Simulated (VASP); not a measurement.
A run of VASP 6.6.1 is set up as follows.

File INCAR:

```
SYSTEM = PIr2
  PREC = Accurate
  ENCUT = 600
  EDIFF = 1E-7
  ISMEAR = -1
  SIGMA = 0.15
  LREAL = .FALSE.
  LASPH = .TRUE.
  NELM = 100
  ALGO = Normal
  ISIF = 3
  LWAVE = .FALSE.
  LCHARG = .FALSE.
  GGA = PS
  IBRION = 2
  NSW = 80
  EDIFFG = -0.001
```

File KPOINTS:

```
Automatic mesh
0
G
  14 14 14
  0 0 0
```

File POSCAR:

```
PIr2
1.0
    0.0000000000      2.7663420375      2.7663420375
    2.7663420375      0.0000000000      2.7663420375
    2.7663420375      2.7663420375      0.0000000000
P Ir
1 2
Direct
    0.0000000000      0.0000000000      0.0000000000
    0.2500000000      0.2500000000      0.2500000000
    0.7500000000      0.7500000000      0.7500000000
```

Potentials or basis: VASP PAW PBE potentials, release 64 (P, Ir).

Run with:

```sh
$ cat potpaw_PBE.64/P/POTCAR potpaw_PBE.64/Ir/POTCAR > POTCAR
$ mpirun -np 1 vasp_std > vasp.out
```

Q: Predict the relaxed volume.

A: 14.18 Å³/atom.

Q: Predict the space group after relaxing (to 0.05 Å).

A: Fm-3m (No. 225).

Q: Estimate the relaxed cell.

A: a = 3.918 Å, b = 3.918 Å, c = 3.918 Å, α = 60.00°, β = 60.00°, γ = 60.00°.

Final structure:
```xyz
3
Lattice="0.0000 2.7707 2.7707 2.7707 0.0000 2.7707 2.7707 2.7707 0.0000" Properties=species:S:1:pos:R:3 pbc="T T T"
P     0.0000    0.0000    0.0000
Ir    1.3853    1.3853    1.3853
Ir    4.1560    4.1560    4.1560
```

Caveat: the PAW data sets were made with another functional, which shifts forces and pressure a little. Zero-point motion and thermal expansion aren't in these numbers.
